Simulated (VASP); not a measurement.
# Na3Ti2O (P6/mmm) in VASP: further runs

Runs on Na3Ti2O. Level: PBE. Tasks: single point.

Everything below comes from runs of VASP 6.6.1. Logs are shortened: lines on timing, memory, paths and dates and some standing lists are left out, and cuts for length are marked.

### Step 1. The cell of the first run

Symmetry: P6/mmm, No. 191, hexagonal system. Conventional cell: a = 5.186 Å, b = 5.186 Å, c = 4.258 Å, α = 90.00°, β = 90.00°, γ = 120.00°. Within 3.4 Å of Na (site symmetry mmm) lie 4 Na at 2.59 Å and 4 Ti at 2.60 Å and 4 O at 3.36 Å. Ti (site symmetry -6m2) has 6 Na at 2.60 Å and 3 Ti at 2.99 Å and 3 O at 2.99 Å within 3.4 Å. Within 3.9 Å of O (site symmetry 6/mmm) lie 6 Ti at 2.99 Å and 12 Na at 3.36 Å.

The cell was generated, and may not be a known phase.

### Step 2. Single point, PBE, collinear spin

File INCAR:

```
SYSTEM = Na3Ti2O
PREC     = Accurate       ! precision mode
ENCUT    = 520            ! plane-wave cutoff, eV
EDIFF    = 1E-6           ! SCF threshold, eV
ISMEAR   = 0              ! smearing method
SIGMA    = 0.1            ! smearing width, eV
LREAL    = .False.        ! projectors in reciprocal space
LASPH    = .True.         ! aspherical terms in the spheres
NELM     = 150            ! most SCF steps
ALGO     = Normal         ! electronic algorithm
ISIF     = 2              ! what is computed and relaxed
LWAVE    = .False.        ! write WAVECAR
LCHARG   = .True.         ! write CHGCAR
ISPIN    = 2              ! spin polarisation
MAGMOM   = 0 0 0 -1 -1 0  ! initial moments
LORBIT   = 11             ! projections on sites
LMAXMIX  = 4              ! l up to which the mixer works
GGA      = PE             ! functional
LELF     = .True.         ! ELF
LVHAR    = .True.       
NBANDS   = 38             ! bands
```

File KPOINTS:

```
regular mesh
0
Gamma
  6 6 4
  0 0 0
```

File POSCAR:

```
Na3Ti2O
1.0
    5.1859205900      0.0000000000      0.0000000000
   -2.5929602900      4.4911389700      0.0000000000
    0.0000000000      0.0000000000      4.2583658500
Na Ti O
3 2 1
Direct
    0.5000000000      0.0000000000      0.5000000000
    0.0000000000      0.5000000000      0.5000000000
    0.5000000000      0.5000000000      0.5000000000
    0.3333333300      0.6666666700      0.0000000000
    0.6666666700      0.3333333300      0.0000000000
    0.0000000000      0.0000000000      0.0000000000
```

Potentials or basis: VASP PAW PBE potentials, release 64 (Na_pv, Ti_sv, O).

On the command line:

```console
cat potpaw_PBE.64/Na_pv/POTCAR potpaw_PBE.64/Ti_sv/POTCAR potpaw_PBE.64/O/POTCAR > POTCAR
mpirun -np 1 vasp_std > vasp.out
```

OUTCAR:

```text
SYSTEM = Na3Ti2O
   PREC = Accurate
   ENCUT = 520
   EDIFF = 1E-6
   ISMEAR = 0
   LREAL = .False.
   LASPH = .True.
   NELM = 150
   ISIF = 2
   ISPIN = 2
   LORBIT = 11
   GGA = PE

 ion  position               nearest neighbor table
   1  0.500  0.000  0.500-   3 2.59   3 2.59   2 2.59   2 2.59   4 2.60   5 2.60   4 2.60   5 2.60

   2  0.000  0.500  0.500-   1 2.59   1 2.59   3 2.59   3 2.59   4 2.60   5 2.60   4 2.60   5 2.60

   3  0.500  0.500  0.500-   1 2.59   1 2.59   2 2.59   2 2.59   4 2.60   5 2.60   4 2.60   5 2.60

   4  0.333  0.667  0.000-   1 2.60   1 2.60   2 2.60   2 2.60   3 2.60   3 2.60
   5  0.667  0.333  0.000-   1 2.60   1 2.60   2 2.60   2 2.60   3 2.60   3 2.60
   6  0.000  0.000  0.000-

  LATTYP: Found a hexagonal cell.
 ALAT       =     5.1859205900
 C/A-ratio  =     0.8211398104

  Lattice vectors:

 A1 = (   5.1859205900,   0.0000000000,   0.0000000000)
 A2 = (  -2.5929602900,   4.4911389700,   0.0000000000)
 A3 = (   0.0000000000,   0.0000000000,   4.2583658500)

Analysis of symmetry for initial positions (statically):
=====================================================================
 Subroutine PRICEL returns:
 Original cell was already a primitive cell.

 Routine SETGRP: Setting up the symmetry group for a
 hexagonal supercell.

 Subroutine GETGRP returns: Found 24 space group operations
 (whereof 24 operations were pure point group operations)
 out of a pool of 24 trial point group operations.

The static configuration has the point symmetry D_6h.

Analysis of symmetry for dynamics (positions and initial velocities):
=====================================================================
 Subroutine PRICEL returns:
 Original cell was already a primitive cell.

 Routine SETGRP: Setting up the symmetry group for a
 hexagonal supercell.

 Subroutine GETGRP returns: Found 24 space group operations
 (whereof 24 operations were pure point group operations)
 out of a pool of 24 trial point group operations.

The dynamic configuration has the point symmetry D_6h.

Analysis of structural, dynamic, and magnetic symmetry:
=====================================================================
 Subroutine PRICEL returns:
 Original cell was already a primitive cell.

 Routine SETGRP: Setting up the symmetry group for a
 hexagonal supercell.

 Subroutine GETGRP returns: Found 24 space group operations
 (whereof 24 operations were pure point group operations)
 out of a pool of 24 trial point group operations.

The overall configuration has the point symmetry D_6h.

 Subroutine INISYM returns: Found 24 space group operations
 (whereof 24 operations are pure point group operations),
 and found     1 'primitive' translations

----------------------------------------------------------------------------------------

                                     Primitive cell

  volume of cell :      99.1803

  direct lattice vectors                    reciprocal lattice vectors
     5.185920590  0.000000000  0.000000000     0.192829794  0.111330333  0.000000000
    -2.592960290  4.491138970  0.000000000     0.000000000  0.222660667  0.000000000
     0.000000000  0.000000000  4.258365850     0.000000000  0.000000000  0.234831866

  length of vectors
     5.185920590  5.185920585  4.258365850     0.222660667  0.222660667  0.234831866

  position of ions in fractional coordinates (direct lattice)
     0.500000000  0.000000000  0.500000000
     0.000000000  0.500000000  0.500000000
     0.500000000  0.500000000  0.500000000
     0.333333330  0.666666670  0.000000000
     0.666666670  0.333333330  0.000000000
     0.000000000  0.000000000  0.000000000

  ion indices of the primitive-cell ions
   primitive index   ion index
                 1           1
                 2           2
                 3           3
                 4           4
                 5           5
                 6           6

----------------------------------------------------------------------------------------

 KPOINTS: regular mesh

Automatic generation of k-mesh.
 Grid dimensions read from file:
 generate k-points for:    6    6    4

 Generating k-lattice:

  Cartesian coordinates                     Fractional coordinates (reciprocal lattice)
     0.032138299  0.018555056  0.000000000     0.166666667  0.000000000  0.000000000
     0.000000000  0.037110111  0.000000000     0.000000000  0.166666667  0.000000000
     0.000000000  0.000000000  0.058707967     0.000000000  0.000000000  0.250000000

  Length of vectors
     0.037110111  0.037110111  0.058707967

  Shift w.r.t. Gamma in fractional coordinates (k-lattice)
     0.000000000  0.000000000  0.000000000

 Subroutine IBZKPT returns following result:
 ===========================================

 Found     21 irreducible k-points:

 Following reciprocal coordinates:
            Coordinates               Weight
  0.000000  0.000000  0.000000      1.000000
  0.166667 -0.000000  0.000000      6.000000
  0.333333  0.000000  0.000000      6.000000
  0.500000  0.000000  0.000000      3.000000
  0.166667  0.166667  0.000000      6.000000
  0.333333  0.166667  0.000000     12.000000
[... 13 lines left out ...]
  0.333333  0.166667  0.500000     12.000000
  0.333333  0.333333  0.500000      2.000000
   k-points           NKPTS =     21   k-points in BZ     NKDIM =     21   number of bands    NBANDS=     38
   number of dos      NEDOS =    301   number of ions     NIONS =      6
   total plane-waves  NPLWV =  51200
   dimension x,y,z NGX =    40 NGY =   40 NGZ =   32
   dimension x,y,z NGXF=    80 NGYF=   80 NGZF=   64
   ions per type =               3   2   1
   NGX,Y,Z   is equivalent  to a cutoff of  12.82, 12.82, 12.49 a.u.
   NGXF,Y,Z  is equivalent  to a cutoff of  25.65, 25.65, 24.99 a.u.
 SYSTEM =  Na3Ti2O
   PREC   = accura    normal or accurate (medium, high low for compatibility)
   ISTART =      0    job   : 0-new  1-cont  2-samecut
   ICHARG =      2    charge: 1-file 2-atom 10-const
   ISPIN  =      2    spin polarized calculation?
   LNONCOLLINEAR =      F non collinear calculations
   LSORBIT =      F    spin-orbit coupling
   LASPH  =      T    aspherical Exc in radial PAW
   ENCUT  =  520.0 eV  38.22 Ry    6.18 a.u.   9.64  9.64  7.92*2*pi/ulx,y,z
   NELM   =    150;   NELMIN=  2; NELMDL= -5     # of ELM steps
   EDIFF  = 0.1E-05   stopping-criterion for ELM
   LREAL  =      F    real-space projection
[... 7 lines left out ...]
   TEBEG  =    0.0;   TEEND  =   0.0 temperature during run
   PSTRESS=    0.0 pullay stress
   NELECT =      51.0000    total number of electrons
   NUPDOWN=      -1.0000    fix difference up-down
   EMIN   =  10.00;   EMAX   =-10.00  energy-range for DOS
   EFERMI =   0.00;   METHOD = LEGACY
   ISMEAR =     0;   SIGMA  =   0.10  broadening in eV -4-tet -1-fermi 0-gaus
   EFERMI_NEDOS =   21; number of points for ismear=-14 and -15
   IALGO  =     38    algorithm
   IMIX   =      4    mixing-type and parameters
     AMIX     =   0.40;   BMIX     =  1.00
     AMIX_MAG =   1.60;   BMIX_MAG =  1.00
  volume/ion in A,a.u.               =      16.53       111.55
  Fermi-wavevector in a.u.,A,eV,Ry     =   1.311565  2.478498 23.404775  1.720202
  Thomas-Fermi vector in A             =   2.442018
   LORBIT       =     11    0 simple, 1 ext, 2 COOP (PROOUT), +10 PAW based schemes
   GGA     = PE    functional components
   LHFCALC =     F    Hartree Fock is set to
   AEXX    =    0.0000 exact exchange contribution
   IVDW    =     0    specifies the selected vdW correction
   LEPSILON=     F    determine dielectric tensor
   LRPA    =     F    only Hartree local field effects (RPA)
 spin polarized calculation
 Gauss-broadening in eV      SIGMA  =   0.10
  energy-cutoff  :      520.00
  volume of cell :       99.18
 maximum number of plane-waves:      2704
 NGX is ok and might be reduce to    40
   NGX = 19   NGY = 19   NGZ = 15

 number of electron      50.9999967 magnetization      -5.3722612

 Free energy of the ion-electron system (eV)
  ---------------------------------------------------
  ext. energy  EPLUGINS =         0.00000000
  ---------------------------------------------------
  free energy    TOTEN  =       -15.52293881 eV

  energy without entropy =      -15.49960884  energy(sigma->0) =      -15.51127383

 E-fermi :   4.7339     XC(G=0):  -9.6638

 val. band max:        4.7253246573   @ k =   0.3333   0.3333   0.0000
 cond. band min:       4.7440798186   @ k =   0.3333   0.1667   0.5000
 fundamental gap:      0.0187551613
 Fermi energy:         4.7339030805

 spin component 1

 k-point     1 :       0.0000    0.0000    0.0000
  band No.  band energies     occupation
      1     -51.0636      1.00000
      2     -51.0210      1.00000
      3     -27.4857      1.00000
      4     -27.4857      1.00000
      5     -27.3962      1.00000
      6     -27.3250      1.00000
[... 829 lines left out ...]
     36       8.2937      0.00000
     37       9.5054      0.00000
 Fermi energy:         4.7339030805

 spin component 2

 k-point     1 :       0.0000    0.0000    0.0000
  band No.  band energies     occupation
      1     -52.7339      1.00000
      2     -52.6884      1.00000
      3     -29.1470      1.00000
      4     -29.1470      1.00000
      5     -29.1303      1.00000
      6     -29.0639      1.00000
[... 829 lines left out ...]
     36       6.9730      0.00000
     37       9.1564      0.00000
 [bands above 37 left out]

------------------------ aborting loop because EDIFF is reached ----------------------------------------

  FORCE on cell =-STRESS in cart. coord.  units (eV):
  Direction    XX          YY          ZZ          XY          YZ          ZX
  --------------------------------------------------------------------------------------
  -------------------------------------------------------------------------------------
  Total        5.3036015      5.3036015     27.4623016      0.0000000     -0.0000000     -0.0000000
  in kB       85.6753993     85.6753992    443.6313094      0.0000001     -0.0000000     -0.0000000
  external PRESSURE =     204.9940360 kB  Pullay stress =       0.0000000 kB

 VOLUME and BASIS-vectors are now :
 -----------------------------------------------------------------------------
  energy-cutoff  :      520.00
  volume of cell :       99.18
      direct lattice vectors                 reciprocal lattice vectors
     5.185920590  0.000000000  0.000000000     0.192829794  0.111330333  0.000000000
    -2.592960290  4.491138970  0.000000000     0.000000000  0.222660667  0.000000000
     0.000000000  0.000000000  4.258365850     0.000000000  0.000000000  0.234831866

 POSITION                                       TOTAL-FORCE (eV/Angst)
 -----------------------------------------------------------------------------------
      2.59296      0.00000      2.12918        -0.000000      0.000000      0.000000
     -1.29648      2.24557      2.12918        -0.000000      0.000000      0.000000
      1.29648      2.24557      2.12918        -0.000000      0.000000      0.000000
     -0.00000      2.99409      0.00000         0.000000      0.000000      0.000000
      2.59296      1.49705      0.00000        -0.000000     -0.000000      0.000000
      0.00000      0.00000      0.00000        -0.000000      0.000000      0.000000
 -----------------------------------------------------------------------------------
    total drift:                                0.000000     -0.000000      0.000000

  FREE ENERGIE OF THE ION-ELECTRON SYSTEM (eV)
  ---------------------------------------------------
  free  energy   TOTEN  =       -15.5229388146 eV

  energy  without entropy=      -15.4996088403  energy(sigma->0) =      -15.51127383

 total charge

# of ion       s       p       d       tot
------------------------------------------
    1        0.241   6.034   0.000   6.275
    2        0.241   6.034   0.000   6.275
    3        0.241   6.034   0.000   6.275
    4        2.239   6.029   2.100  10.368
    5        2.239   6.029   2.100  10.368
    6        1.590   3.147   0.000   4.736
--------------------------------------------------
tot          6.790  33.306   4.201  44.297

 magnetization (x)

# of ion       s       p       d       tot
------------------------------------------
    1       -0.008  -0.036   0.000  -0.044
    2       -0.008  -0.036   0.000  -0.044
    3       -0.008  -0.036   0.000  -0.044
    4       -0.064  -0.051  -1.741  -1.856
    5       -0.064  -0.051  -1.741  -1.856
    6       -0.011  -0.060   0.000  -0.071
--------------------------------------------------
tot         -0.164  -0.270  -3.482  -3.915
```

It took 3.2 min on 1 thread of Intel Xeon Platinum 8488C (Sapphire Rapids), shared host; peak memory 0.31 GiB.

What came out:

* Free energy: -15.5229 eV
* Pressure: 20.5 GPa
* Net moment: -5.37 μB per cell
* Site moments: Na -0.04; Ti -1.86; O -0.07 μB
* Valence electrons inside the program's atomic spheres: Na 6.28; Ti 10.37; O 4.74

Caveat: the k points lie up to 0.37 Å⁻¹ apart.

### Step 3. Single point, PBE, collinear spin

This run uses another cell than the first one, of 21.88 Å³/atom.

File INCAR:

```
PREC = Accurate ; ENCUT = 520
EDIFF = 1E-6 ; ISMEAR = 0
SIGMA = 0.1 ; LREAL = F
LASPH = T ; NELM = 150
ALGO = Normal ; ISIF = 2
LWAVE = F ; LCHARG = F
ISPIN = 2 ; MAGMOM = 0 0 0 -1 -1 0
LORBIT = 11 ; LMAXMIX = 4
GGA = PE ; NBANDS = 38
```

File KPOINTS:

```
regular mesh
0
Gamma
  6 6 4
```

File POSCAR:

```
Na3Ti2O
1.0
    5.0264483405     -0.0000000028      0.0000000000
   -2.5132241678      4.3530319551      0.0000000000
    0.0000000000      0.0000000000      6.0005473556
Na Ti O
3 2 1
Direct
    0.5000000000      0.0000000000      0.5000000000
    0.0000000000      0.5000000000      0.5000000000
    0.5000000000      0.5000000000      0.5000000000
    0.3333333333      0.6666666667      0.0000000000
    0.6666666667      0.3333333333      0.0000000000
    0.0000000000      0.0000000000      0.0000000000
```

Potentials or basis: VASP PAW PBE potentials, release 64 (Na_pv, Ti_sv, O).

On the command line:

```console
cat potpaw_PBE.64/Na_pv/POTCAR potpaw_PBE.64/Ti_sv/POTCAR potpaw_PBE.64/O/POTCAR > POTCAR
mpirun -np 1 vasp_std > vasp.out
```

OUTCAR:

```text
PREC = Accurate
   ENCUT = 520
   EDIFF = 1E-6
   ISMEAR = 0
   LREAL = F
   LASPH = T
   NELM = 150
   ISIF = 2
   ISPIN = 2
   LORBIT = 11
   GGA = PE

 ion  position               nearest neighbor table
   1  0.500  0.000  0.500-   3 2.51   3 2.51   2 2.51   2 2.51
   2  0.000  0.500  0.500-   3 2.51   3 2.51   1 2.51   1 2.51
   3  0.500  0.500  0.500-   2 2.51   2 2.51   1 2.51   1 2.51
   4  0.333  0.667  0.000-   5 2.90   5 2.90   5 2.90
   5  0.667  0.333  0.000-   4 2.90   4 2.90   4 2.90
   6  0.000  0.000  0.000-

  LATTYP: Found a hexagonal cell.
 ALAT       =     5.0264483405
 C/A-ratio  =     1.1937946934

  Lattice vectors:

 A1 = (   5.0264483405,  -0.0000000028,   0.0000000000)
 A2 = (  -2.5132241678,   4.3530319551,   0.0000000000)
 A3 = (   0.0000000000,   0.0000000000,   6.0005473556)

[... 1890 lines left out ...]
  --------------------------------------------------------------------------------------
  -------------------------------------------------------------------------------------
  Total        0.0017272      0.0017272      0.1013812      0.0000000     -0.0000000      0.0000000
  in kB        0.0210775      0.0210775      1.2371545      0.0000000     -0.0000000      0.0000000
  external PRESSURE =       0.4264365 kB  Pullay stress =       0.0000000 kB

 VOLUME and BASIS-vectors are now :
 -----------------------------------------------------------------------------
  energy-cutoff  :      520.00
  volume of cell :      131.29
      direct lattice vectors                 reciprocal lattice vectors
     5.026448341 -0.000000003  0.000000000     0.198947633  0.114862469  0.000000000
    -2.513224168  4.353031955  0.000000000     0.000000000  0.229724939  0.000000000
     0.000000000  0.000000000  6.000547356     0.000000000  0.000000000  0.166651464

 POSITION                                       TOTAL-FORCE (eV/Angst)
 -----------------------------------------------------------------------------------
      2.51322     -0.00000      3.00027         0.000000      0.000000      0.000000
     -1.25661      2.17652      3.00027         0.000000      0.000000      0.000000
      1.25661      2.17652      3.00027         0.000000      0.000000      0.000000
      0.00000      2.90202      0.00000        -0.000000      0.000000      0.000000
      2.51322      1.45101      0.00000         0.000000     -0.000000     -0.000000
      0.00000      0.00000      0.00000         0.000000      0.000000      0.000000
 -----------------------------------------------------------------------------------
    total drift:                                0.000000     -0.000000      0.000000

  FREE ENERGIE OF THE ION-ELECTRON SYSTEM (eV)
  ---------------------------------------------------
  free  energy   TOTEN  =       -19.8161597947 eV

  energy  without entropy=      -19.7913424086  energy(sigma->0) =      -19.80375110

 total charge

# of ion       s       p       d       tot
------------------------------------------
    1        0.168   5.991   0.000   6.159
    2        0.168   5.991   0.000   6.159
    3        0.168   5.991   0.000   6.159
    4        2.175   6.018   1.925  10.117
    5        2.175   6.018   1.925  10.117
    6        1.588   3.144   0.000   4.732
--------------------------------------------------
tot          6.444  33.151   3.850  43.445

 magnetization (x)

# of ion       s       p       d       tot
------------------------------------------
    1        0.004  -0.016   0.000  -0.013
    2        0.004  -0.016   0.000  -0.013
    3        0.004  -0.016   0.000  -0.013
    4       -0.072  -0.061  -1.737  -1.869
    5       -0.072  -0.061  -1.737  -1.869
    6       -0.010  -0.113   0.000  -0.123
--------------------------------------------------
tot         -0.144  -0.283  -3.474  -3.900
```

stdout:

```text
POSCAR found type information on POSCAR NaTiO
 POSCAR found :  3 types and       6 ions
 scaLAPACK will be used
 LDA part: xc-table for (Slater+PW92), standard interpolation
 POSCAR, INCAR and KPOINTS ok, starting setup
 FFT: planning ... GRIDC
 FFT: planning ... GRID_SOFT
 FFT: planning ... GRID
 WAVECAR not read
 entering main loop
```

Wall time 4.5 min (1 thread of Intel Xeon Platinum 8488C (Sapphire Rapids), shared host); peak memory 0.39 GiB.

What came out:

- Free energy: -19.8162 eV
- Pressure: 0.0 GPa
- Net moment: -5.83 μB per cell
- Site moments: Na -0.01; Ti -1.87; O -0.12 μB
- Valence electrons inside the program's atomic spheres: Na 6.16; Ti 10.12; O 4.73
